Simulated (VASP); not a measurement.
# Pd (Fm-3m) in VASP: settings compared, part 2 of 2

VASP 6.6.1. The steps go on from the part before.

## (3) Single point, RPBE+D4

This run uses another cell than the first one, of 14.90 Å³/atom, 1.010 times its volume.

INCAR reads:

```
SYSTEM = Pd
PREC = Accurate
ENCUT = 520
EDIFF = 1E-7
ISMEAR = -1
SIGMA = 0.05
LREAL = .False.
LASPH = .True.
NELM = 80
ALGO = Normal
ISIF = 2
LWAVE = .False.
LCHARG = .False.
GGA = RP
IVDW = 13
NBANDS = 11
```

KPOINTS reads:

```
Automatic mesh
0
Gamma
  12 12 12
  0 0 0
```

POSCAR reads:

```
Pd
1.0
    0.0000000000      1.9529104080      1.9529104080
    1.9529104080      0.0000000000      1.9529104080
    1.9529104080      1.9529104080      0.0000000000
Pd
1
Direct
    0.0000000000      0.0000000000      0.0000000000
```

Potentials or basis: VASP PAW PBE potentials, release 64 (Pd).

Command:

```console
$ cat potpaw_PBE.64/Pd/POTCAR > POTCAR
$ mpirun -np 1 vasp_std > vasp.out
```

OUTCAR:

```text
SYSTEM = Pd
   PREC = Accurate
   ENCUT = 520
   EDIFF = 1E-7
   ISMEAR = -1
   LREAL = .False.
   LASPH = .True.
   NELM = 80
   ISIF = 2
   GGA = RP
   IVDW = 13

 ion  position               nearest neighbor table
   1  0.000  0.000  0.000-

  LATTYP: Found a face centered cubic cell.
 ALAT       =     3.9058208160

  Lattice vectors:

 A1 = (   0.0000000000,   1.9529104080,   1.9529104080)
 A2 = (   1.9529104080,   0.0000000000,   1.9529104080)
 A3 = (   1.9529104080,   1.9529104080,   0.0000000000)

Analysis of symmetry for initial positions (statically):
[... 33 lines left out ...]
                                     Primitive cell

  volume of cell :      14.8963

  direct lattice vectors                    reciprocal lattice vectors
     0.000000000  1.952910408  1.952910408    -0.256028130  0.256028130  0.256028130
     1.952910408  0.000000000  1.952910408     0.256028130 -0.256028130  0.256028130
     1.952910408  1.952910408  0.000000000     0.256028130  0.256028130 -0.256028130

  length of vectors
     2.761832385  2.761832385  2.761832385     0.443453729  0.443453729  0.443453729

  position of ions in fractional coordinates (direct lattice)
     0.000000000  0.000000000  0.000000000

  ion indices of the primitive-cell ions
   primitive index   ion index
                 1           1

----------------------------------------------------------------------------------------

 KPOINTS: Automatic mesh

Automatic generation of k-mesh.
 Grid dimensions read from file:
 generate k-points for:   12   12   12

 Generating k-lattice:

  Cartesian coordinates                     Fractional coordinates (reciprocal lattice)
    -0.021335678  0.021335678  0.021335678     0.083333333  0.000000000  0.000000000
     0.021335678 -0.021335678  0.021335678     0.000000000  0.083333333  0.000000000
     0.021335678  0.021335678 -0.021335678     0.000000000  0.000000000  0.083333333

  Length of vectors
     0.036954477  0.036954477  0.036954477

  Shift w.r.t. Gamma in fractional coordinates (k-lattice)
     0.000000000  0.000000000  0.000000000

 Subroutine IBZKPT returns following result:
 ===========================================

 Found     72 irreducible k-points:

 Following reciprocal coordinates:
            Coordinates               Weight
  0.000000  0.000000  0.000000      1.000000
  0.083333  0.000000  0.000000      8.000000
  0.166667  0.000000  0.000000      8.000000
  0.250000  0.000000  0.000000      8.000000
  0.333333  0.000000  0.000000      8.000000
  0.416667  0.000000  0.000000      8.000000
[... 16 lines left out ...]
  0.500000  0.166667  0.000000     24.000000
 -0.416667  0.166667  0.000000     24.000000
 [... further k-points ...]
   k-points           NKPTS =     72   k-points in BZ     NKDIM =     72   number of bands    NBANDS=     11
   number of dos      NEDOS =    301   number of ions     NIONS =      1
   total plane-waves  NPLWV =  13824
   dimension x,y,z NGX =    24 NGY =   24 NGZ =   24
   dimension x,y,z NGXF=    48 NGYF=   48 NGZF=   48
   ions per type =               1
   NGX,Y,Z   is equivalent  to a cutoff of  14.45, 14.45, 14.45 a.u.
   NGXF,Y,Z  is equivalent  to a cutoff of  28.89, 28.89, 28.89 a.u.
 SYSTEM =  Pd
   PREC   = accura    normal or accurate (medium, high low for compatibility)
   ISTART =      0    job   : 0-new  1-cont  2-samecut
   ICHARG =      2    charge: 1-file 2-atom 10-const
   ISPIN  =      1    spin polarized calculation?
   LNONCOLLINEAR =      F non collinear calculations
   LSORBIT =      F    spin-orbit coupling
   LASPH  =      T    aspherical Exc in radial PAW
   ENCUT  =  520.0 eV  38.22 Ry    6.18 a.u.   5.14  5.14  5.14*2*pi/ulx,y,z
   NELM   =     80;   NELMIN=  2; NELMDL= -5     # of ELM steps
   EDIFF  = 0.1E-06   stopping-criterion for ELM
   LREAL  =      F    real-space projection
   EDIFFG = 0.1E-05   stopping-criterion for IOM
   NSW    =      0    number of steps for IOM
   IBRION =     -1    ionic relax: 0-MD 1-quasi-New 2-CG
   NFREE  =      0    steps in history (QN), initial steepest desc. (CG)
   ISIF   =      2    stress and relaxation
   ISYM   =      2    0-nonsym 1-usesym 2-fastsym
   POTIM  = 0.5000    time-step for ionic-motion
   TEBEG  =    0.0;   TEEND  =   0.0 temperature during run
   PSTRESS=    0.0 pullay stress
   NELECT =      10.0000    total number of electrons
   NUPDOWN=      -1.0000    fix difference up-down
   EMIN   =  10.00;   EMAX   =-10.00  energy-range for DOS
   EFERMI =   0.00;   METHOD = LEGACY
   ISMEAR =    -1;   SIGMA  =   0.05  broadening in eV -4-tet -1-fermi 0-gaus
   EFERMI_NEDOS =   21; number of points for ismear=-14 and -15
   IALGO  =     38    algorithm
   IMIX   =      4    mixing-type and parameters
     AMIX     =   0.40;   BMIX     =  1.00
     AMIX_MAG =   1.60;   BMIX_MAG =  1.00
  volume/ion in A,a.u.               =      14.90       100.52
  Fermi-wavevector in a.u.,A,eV,Ry     =   1.433450  2.708827 27.956960  2.054779
  Thomas-Fermi vector in A             =   2.552967
   LORBIT       =      0    0 simple, 1 ext, 2 COOP (PROOUT), +10 PAW based schemes
   GGA     = RP    functional components
   LHFCALC =     F    Hartree Fock is set to
   AEXX    =    0.0000 exact exchange contribution
   IVDW    =    13    specifies the selected vdW correction
   LEPSILON=     F    determine dielectric tensor
   LRPA    =     F    only Hartree local field effects (RPA)
 non-spin polarized calculation
  energy-cutoff  :      520.00
  volume of cell :       14.90
 maximum number of plane-waves:       415
 NGX is ok and might be reduce to    24
   NGX = 11   NGY = 11   NGZ = 11

 number of electron      10.0000000 magnetization

 number of electron       9.9999998 magnetization

 Free energy of the ion-electron system (eV)
  ---------------------------------------------------
  ext. energy  EPLUGINS =         0.00000000
  ---------------------------------------------------
  free energy    TOTEN  =        -4.61631485 eV

  energy without entropy =       -4.59652962  energy(sigma->0) =       -4.60642223

 E-fermi :   9.6890     XC(G=0): -13.0198

 val. band max:        9.6848729298   @ k =  -0.4167   0.4167   0.1667
 cond. band min:       9.6905948275   @ k =  -0.3333   0.4167   0.0833
 fundamental gap:      0.0057218977
 Fermi energy:         9.6889870780

 k-point     1 :       0.0000    0.0000    0.0000
  band No.  band energies     occupation
      1       2.7033      2.00000
      2       6.9252      2.00000
      3       6.9252      2.00000
      4       6.9252      2.00000
      5       8.5007      2.00000
      6       8.5007      2.00000
      7      26.9064      0.00000
      8      31.6582      0.00000
      9      31.6582      0.00000
     10      31.6582      0.00000
     11      36.0133      0.00000

 k-point     2 :       0.0833    0.0000    0.0000
  band No.  band energies     occupation
      1       2.9513      2.00000
      2       6.8413      2.00000
      3       7.0085      2.00000
      4       7.0085      2.00000
      5       8.4628      2.00000
      6       8.4628      2.00000
      7      27.1491      0.00000
      8      30.1587      0.00000
      9      31.9375      0.00000
     10      31.9375      0.00000
     11      36.0898      0.00000

 k-point     3 :       0.1667    0.0000    0.0000
  band No.  band energies     occupation
      1       3.6224      2.00000
      2       6.6979      2.00000
      3       7.1770      2.00000
      4       7.1770      2.00000
      5       8.4384      2.00000
      6       8.4384      2.00000
      7      26.9246      0.00000
      8      28.2048      0.00000
      9      32.6610      0.00000
     10      32.6610      0.00000
     11      35.9216      0.00000
[... 267 lines left out ...]
 k-point    23 :       0.5000    0.1667    0.0000
  band No.  band energies     occupation
      1       5.0656      2.00000
      2       6.4521      2.00000
      3       7.4727      2.00000
      4       7.6292      2.00000
      5       9.7225      0.67656
      6      12.7913      0.00000
      7      17.7855      0.00000
      8      26.0783      0.00000
      9      28.5110      0.00000
     10      29.0327      0.00000
     11      36.1040      0.00000

 k-point    24 :      -0.4167    0.1667    0.0000
  band No.  band energies     occupation
      1       5.1171      2.00000
      2       6.4590      2.00000
      3       7.4047      2.00000
      4       7.8292      2.00000
      5       9.4600      1.97968
      6      13.3394      0.00000
      7      17.2763      0.00000
      8      25.5051      0.00000
      9      28.5564      0.00000
     10      29.5591      0.00000
     11      36.0990      0.00000

 [... further k-points ...]

------------------------ aborting loop because EDIFF is reached ----------------------------------------

  DFT-D4 for vdW energy calculation

  Edisp (eV):   -0.94792

  FORCE on cell =-STRESS in cart. coord.  units (eV):
  Direction    XX          YY          ZZ          XY          YZ          ZX
  --------------------------------------------------------------------------------------
  -------------------------------------------------------------------------------------
  Total      -0.01958    -0.01958    -0.01958    -0.00000     0.00000    -0.00000
  in kB      -2.10555    -2.10555    -2.10555    -0.00000     0.00000    -0.00000
  external pressure =       -2.11 kB  Pullay stress =        0.00 kB

 VOLUME and BASIS-vectors are now :
 -----------------------------------------------------------------------------
  energy-cutoff  :      520.00
  volume of cell :       14.90
      direct lattice vectors                 reciprocal lattice vectors
     0.000000000  1.952910408  1.952910408    -0.256028130  0.256028130  0.256028130
     1.952910408  0.000000000  1.952910408     0.256028130 -0.256028130  0.256028130
     1.952910408  1.952910408  0.000000000     0.256028130  0.256028130 -0.256028130

 POSITION                                       TOTAL-FORCE (eV/Angst)
 -----------------------------------------------------------------------------------
      0.00000      0.00000      0.00000        -0.000000     -0.000000     -0.000000
 -----------------------------------------------------------------------------------
    total drift:                               -0.000000      0.000000     -0.000000

  FREE ENERGIE OF THE ION-ELECTRON SYSTEM (eV)
  ---------------------------------------------------
  free  energy   TOTEN  =        -5.5642316495 eV

  energy  without entropy=       -5.5444464191  energy(sigma->0) =       -5.55433903
```

stdout:

```text
POSCAR found type information on POSCAR Pd
 POSCAR found :  1 types and       1 ions
 scaLAPACK will be used
 -----------------------------------------------------------------------------
|                                                                             |
|                                                                             |
|     You enforced a specific xc type in the INCAR file but a different       |
|     I HOPE YOU KNOW WHAT YOU ARE DOING!                                     |
|                                                                             |
 -----------------------------------------------------------------------------

 LDA part: xc-table for (Slater+PW92), standard interpolation
 POSCAR, INCAR and KPOINTS ok, starting setup
 FFT: planning ... GRIDC
 FFT: planning ... GRID_SOFT
 FFT: planning ... GRID
 WAVECAR not read
 entering main loop
```

Wall time 15 s (1 thread of AMD EPYC 7R43 (Zen 3), shared host); peak memory 0.11 GiB.

Results:

| Item | Value |
| --- | --- |
| Free energy | -5.5642 eV |
| Pressure | -0.2 GPa |
| Band gap on the k mesh | zero (band 5 reaches 9.99 eV, above the bottom of band 6 at 8.44 eV) |
| Dispersion energy per atom | -0.948 eV |

Levels at points of the mesh, in eV from the Fermi level:
```tsv
k point	band 1	band 2	band 3	band 4	band 5	band 6	band 7	band 8	band 9	band 10
(0.00, 0.00, 0.00)	-6.99	-2.76	-2.76	-2.76	-1.19	-1.19	17.22	21.97	21.97	21.97
(0.50, 0.00, 0.00)	-5.17	-2.81	-2.81	-0.01	-0.01	1.10	7.31	16.58	21.10	21.10
(0.50, 0.50, 0.00)	-5.27	-4.99	-0.04	0.30	0.30	3.42	10.73	13.24	13.24	21.50
```

Caveat: the PAW data sets were made with another functional, which shifts forces and pressure a little; pairwise dispersion overbinds metals, which lowers pressure and volume.

## (4) Relaxation of cell and atoms, RPBE+D4

INCAR reads:

```
ALGO     = Normal         # electronic algorithm
EDIFF    = 1E-6           # SCF threshold, eV
EDIFFG   = -0.02          # ionic threshold
ENCUT    = 600            # plane-wave cutoff, eV
GGA      = RP             # functional
IBRION   = 2              # ionic algorithm
ISIF     = 3              # what is computed and relaxed
ISMEAR   = -1             # smearing method
IVDW     = 13             # dispersion correction
LASPH    = T              # aspherical terms in the spheres
LCHARG   = F              # write CHGCAR
LREAL    = F              # projectors in reciprocal space
LWAVE    = F              # write WAVECAR
NELM     = 100            # most SCF steps
NSW      = 80             # ionic steps
PREC     = Accurate       # precision mode
SIGMA    = 0.05           # smearing width, eV
```

KPOINTS reads:

```
k-points
0
Gamma
  12 12 12
```

POSCAR reads:

```
Pd
1.0
    0.0000000000      1.9465000000      1.9465000000
    1.9465000000      0.0000000000      1.9465000000
    1.9465000000      1.9465000000      0.0000000000
Pd
1
Direct
    0.0000000000      0.0000000000      0.0000000000
```

Command:

```console
$ cat potpaw_PBE.64/Pd/POTCAR > POTCAR
$ mpirun -np 1 vasp_std > vasp.out
```

Wall time 30 s (1 thread of AMD EPYC 7R43 (Zen 3), shared host); peak memory 0.11 GiB.

The run converged. Its results:

```yaml
Free_energy: -5.5646 eV
Relaxed_volume: 14.87 Å³/atom
Relaxed_cell: a = 2.760 Å, b = 2.760 Å, c = 2.760 Å, α = 60.00°, β = 60.00°, γ = 60.00°
Space_group_after_relaxing_to_0.05_Å: Fm-3m (No. 225)
Energy_gained_by_relaxing: 0.6 meV/atom
Ionic_steps: 3
Pressure_after_relaxing: 0.0 GPa
Band_gap_on_the_k_mesh: zero (band 5 reaches 10.02 eV, above the bottom of band 6 at 8.46 eV)
Dispersion_energy_per_atom: -0.949 eV
```

The path:
```
step  energy change (eV)  largest force (eV/Å)  pressure (GPa)  volume (Å³)
   1              0.0000                0.0000            1.55        14.75
   2              0.0007                0.0000           -2.14        15.06
   3             -0.0006                0.0000           -0.02        14.87
```

Final structure:
```cif
data_structure
_symmetry_space_group_name_H-M 'P 1'
_symmetry_Int_Tables_number 1
_cell_length_a 2.7604
_cell_length_b 2.7604
_cell_length_c 2.7604
_cell_angle_alpha 60.000
_cell_angle_beta 60.000
_cell_angle_gamma 60.000
_cell_volume 14.87
loop_
_atom_site_label
_atom_site_type_symbol
_atom_site_fract_x
_atom_site_fract_y
_atom_site_fract_z
_atom_site_occupancy
Pd1 Pd 0.00000 0.00000 0.00000 1
```

Levels at points of the mesh, in eV from the Fermi level:
```csv
k point,band 2,band 3,band 4,band 5,band 6,band 7,band 8,band 9
"(0.00, 0.00, 0.00)",-2.77,-2.77,-2.77,-1.19,-1.19,17.22,21.98,21.98
"(0.50, 0.00, 0.00)",-2.82,-2.82,-0.01,-0.01,1.10,7.32,16.58,21.12
"(0.50, 0.50, 0.00)",-5.00,-0.04,0.30,0.30,3.42,10.75,13.25,13.25
```

Caveat: the PAW data sets were made with another functional, which shifts forces and pressure a little; pairwise dispersion overbinds metals, which lowers pressure and volume. Zero-point motion and thermal expansion aren't in these numbers.

## (5) Single point, RPBE

This run uses another cell than the first one, of 14.16 Å³/atom, 0.960 times its volume.

INCAR reads:

```
  PREC = Accurate
  ENCUT = 520
  EDIFF = 1E-7
  ISMEAR = -1
  SIGMA = 0.05
  LREAL = False
  LASPH = True
  NELM = 80
  ALGO = Normal
  ISIF = 2
  LWAVE = False
  LCHARG = False
  GGA = RP
  NBANDS = 11
```

KPOINTS reads:

```
Automatic mesh
0
Gamma
  12 12 12
```

POSCAR reads:

```
Pd
1.0
    0.0000000000      1.9201927211      1.9201927211
    1.9201927211      0.0000000000      1.9201927211
    1.9201927211      1.9201927211      0.0000000000
Pd
1
Direct
    0.0000000000      0.0000000000      0.0000000000
```

Command:

```console
$ cat potpaw_PBE.64/Pd/POTCAR > POTCAR
$ mpirun -np 1 vasp_std > vasp.out
```

Wall time 10 s (1 thread of AMD EPYC 7R43 (Zen 3), shared host); peak memory 0.1 GiB.

Results (log left out):

```
Free energy            : -4.5478 eV
Pressure               : 20.8 GPa
Band gap on the k mesh : zero (band 5 reaches 10.89 eV, above the bottom of band 6 at 9.19 eV)
```

Levels at points of the mesh, in eV from the Fermi level:
```csv
k point,band 3,band 4,band 5,band 6,band 7,band 8
"(0.00, 0.00, 0.00)",-3.00,-3.00,-1.29,-1.29,17.24,22.28
"(0.50, 0.00, 0.00)",-3.06,0.00,0.00,1.00,7.72,16.61
"(0.50, 0.50, 0.00)",-0.04,0.33,0.33,3.43,11.27,13.52
```

Caveat: the PAW data sets were made with another functional, which shifts forces and pressure a little.

## (6) The runs side by side

```tsv
task	level	cell	cutoff (eV)	smearing	gap on the mesh (eV)	pressure (GPa)
single point	PBE	a = 2.753 Å, angles 60.0°, 1 atom	520	gaussian 0.016 eV	none	6.6
single point	RPBE+D4	a = 2.762 Å, angles 60.0°, 1 atom	520	fermi-dirac 0.05 eV	none	-0.2
relaxation of cell and atoms	RPBE+D4	relaxed from a = 2.753 Å, angles 60.0°, 1 atom	600	fermi-dirac 0.05 eV	none	0.0
single point	RPBE	a = 2.716 Å, angles 60.0°, 1 atom	520	fermi-dirac 0.05 eV	none	20.8
```

Alike in all rows: potentials or basis VASP PAW PBE potentials, release 64 (Pd); no spin polarisation; k mesh 12 × 12 × 12.

Caveats: the PAW data sets were made with another functional, which shifts forces and pressure a little (some runs); pairwise dispersion overbinds metals, which lowers pressure and volume (some runs).

Total energies depend on the potentials used, so only differences within one code and one set of settings carry meaning.
